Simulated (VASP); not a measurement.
A run of VASP 6.6.1 is set up as follows.

File INCAR:

```
SYSTEM = In
PREC = Accurate
ENCUT = 520
EDIFF = 1E-6
ISMEAR = -1
SIGMA = 0.1
LREAL = .False.
LASPH = .True.
NELM = 80
ALGO = Normal
ISIF = 2
LWAVE = .False.
LCHARG = .False.
GGA = PE
NBANDS = 12
```

KPOINTS

```
regular mesh
0
Gamma
  13 13 13
  0 0 0
```

The input POSCAR:

```
In
1.0
   -1.8287054885      1.8287054885      1.8287054885
    1.8287054885     -1.8287054885      1.8287054885
    1.8287054885      1.8287054885     -1.8287054885
In
1
Direct
    0.0000000000      0.0000000000      0.0000000000
```

Potentials or basis: VASP PAW PBE potentials, release 64 (In_d).

Launch:

```bash
$ cat potpaw_PBE.64/In_d/POTCAR > POTCAR
$ mpirun -np 1 vasp_std > vasp.out
```

(1) Estimate the pressure.

## Answers

(1) 6.0 GPa.
